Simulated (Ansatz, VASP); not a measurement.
## Two plane-wave programs on BN

```xyz
2
Lattice="0.0000 1.8075 1.8075 1.8075 0.0000 1.8075 1.8075 1.8075 0.0000" Properties=species:S:1:pos:R:3 pbc="T T T"
B     0.0000    0.0000    0.0000
N     0.9038    0.9038    0.9038
```

Alike in both runs: task single point; functional PBE; k mesh 18 × 18 × 18; occupations gaussian, width 0.02 eV; no spin polarisation.

|  | VASP | Ansatz |
| --- | --- | --- |
| version | VASP 6.6.1 | Ansatz 0.2.0 |
| potentials or method | VASP PAW PBE potentials, release 64 (B, N), cutoff 600 eV | scalar-relativistic, plane waves, PAW |
| valence electrons in the cell | 8 | 8 |

|  | VASP | Ansatz | Ansatz less VASP |
| --- | --- | --- | --- |
| gap on the k mesh at the Fermi level (eV) | 4.46 | 4.47 | +0.012 |
| least direct gap on the mesh (eV) | 8.82 | 8.83 | +0.011 |
| pressure (GPa) | 3.0 | 3.0 | +0.01 |

With one functional, cell and mesh, what is left measures potentials, basis and numerics.
